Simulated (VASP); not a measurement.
A run of VASP 6.6.1 is set up as follows.

INCAR

```
ALGO = Normal ; EDIFF = 1E-6
EDIFFG = -0.005 ; ENCUT = 600
GGA = PE ; IBRION = 2
ISIF = 3 ; ISMEAR = -1
LASPH = T ; LCHARG = F
LREAL = F ; LWAVE = F
NELM = 100 ; NSW = 60
PREC = Accurate ; PSTRESS = 180.0
SIGMA = 0.1
```

File KPOINTS:

```
k-points
0
Gamma
  15 15 15
```

Contents of POSCAR:

```
ZnS
1.0
    3.0032923643      0.0000000000      0.0000000000
    0.0000000000      3.0032923643      0.0000000000
    0.0000000000      0.0000000000      3.0032923643
Zn S
1 1
Direct
    0.0000000000      0.0000000000      0.0000000000
    0.5000000000      0.5000000000      0.5000000000
```

Potentials or basis: VASP PAW PBE potentials, release 64 (Zn, S).

Command:

```sh
$ cat potpaw_PBE.64/Zn/POTCAR potpaw_PBE.64/S/POTCAR > POTCAR
$ mpirun -np 1 vasp_std > vasp.out
```

**Question.** Estimate the space group after relaxing (to 0.05 Å).

**Answer.** Pm-3m (No. 221).

**Question.** Predict the relaxed cell.

**Answer.** a = 3.028 Å, b = 3.028 Å, c = 3.028 Å, α = 90.00°, β = 90.00°, γ = 90.00°.

Step by step:
```tsv
step	energy change (eV)	largest force (eV/Å)	pressure (GPa)	volume (Å³)
1	0.0000	0.0000	21.88	27.09
2	-0.1479	0.0000	14.55	28.39
3	-0.0840	0.0000	18.01	27.77
```

Caveat: the cell is relaxed towards a set pressure, so the enthalpy falls and the energy may rise.
